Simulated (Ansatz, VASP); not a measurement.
# TaN: VASP beside Ansatz

INCAR

```
  PREC = Accurate
  ENCUT = 520
  EDIFF = 1E-6
  ISMEAR = 0
  SIGMA = 0.15
  LREAL = F
  LASPH = T
  NELM = 60
  ALGO = Normal
  ISIF = 2
  LWAVE = F
  LCHARG = F
  GGA = PS
  NBANDS = 24
```

File KPOINTS:

```
Automatic mesh
0
Gamma
  18 18 8
```

POSCAR

```
TaN
1.0
    3.1188722443      0.0000000000      0.0000000000
   -1.5594361222      2.7010225947      0.0000000000
    0.0000000000      0.0000000000      5.5787267833
Ta N
2 2
Direct
    0.3333333333      0.6666666667      0.0301041378
    0.6666666667      0.3333333333      0.5301041378
    0.3333333333      0.6666666667      0.3548958622
    0.6666666667      0.3333333333      0.8548958622
```

Input for Ansatz:

```yaml
crystal:
  lattice:
    - [3.1188722443, 0.0, 0.0]
    - [-1.5594361222, 2.7010225947, 0.0]
    - [0.0, 0.0, 5.5787267833]
  atoms:
    - { symbol: Ta, position: [0.3333333333, 0.6666666667, 0.0301041378] }
    - { symbol: Ta, position: [0.6666666667, 0.3333333333, 0.5301041378] }
    - { symbol: "N", position: [0.3333333333, 0.6666666667, 0.3548958622] }
    - { symbol: "N", position: [0.6666666667, 0.3333333333, 0.8548958622] }
basis:
  ecutwfc: 520.0
kpoints:
  mp_grid: { grid: [18, 18, 8] }
hamiltonian:
  xc: pbesol
  pseudopotentials: { kind: paw, azcp: { folder: soft_1 } }
scf:
  occupations: { method: gaussian, width: 0.15 }
output:
  forces: true
  stress: true
  eigenvalues: true
```

Alike in both runs: task single point; functional PBEsol; k mesh 18 × 18 × 8; occupations gaussian, width 0.15 eV; no spin polarisation.

```csv
,VASP,Ansatz
version,VASP 6.6.1,Ansatz 0.2.0
potentials or method,"VASP PAW PBE potentials, release 64 (Ta_pv, N), cutoff 520 eV","scalar-relativistic, plane waves, PAW"
valence electrons in the cell,32,36
```

VASP gave:

* gap on the k mesh at the Fermi level (eV): none
* rms of the force components (eV/Å): 1.797

Problem. Estimate Ansatz's values.

Solution. gap on the k mesh at the Fermi level (eV): none; rms of the force components (eV/Å): 1.725.

VASP's potentials were made for PBE, not for PBEsol, and Ansatz warns of the same on its side. Atom by atom the forces differ by 0.072 eV/Å (rms over components). A gap of «none» marks a metal or a gap that the smearing closes. VASP's potentials hold 32 valence electrons a cell and Ansatz's 36, so a difference there can come from the potentials and not from the codes.

Spin-orbit coupling is off throughout.
